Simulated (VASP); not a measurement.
The system is Pd.

```
Pd
1.0
     2.82030    0.00000    0.00000
    -1.41015    2.44245    0.00000
     0.00000    0.00000    4.68981
Pd
2
Direct
  0.33333 0.66667 0.25000
  0.66667 0.33333 0.75000
```

This cell differs from its parent crystal: volume scaled by 1.04.

Program: VASP 6.6.1. Alike in all runs: task single point; no spin polarisation; cell as given; k mesh 11 × 11 × 6; cutoff (eV) 520; smearing fermi-dirac 0.05 eV.

**Question.** Order these runs on this cell by their pressure, lowest first.
A. level PBEsol; potentials or basis VASP PAW PBE potentials, release 64 (Pd)
B. level LDA; potentials or basis VASP PAW LDA potentials, release 64 (Pd)
C. level r2SCAN; potentials or basis VASP PAW PBE potentials, release 64 (Pd)

**Answer.** B (-20.0 GPa), A (-15.5 GPa), C (-10.4 GPa).

Caveats: the PAW data sets were made with another functional, which shifts forces and pressure a little (some runs).
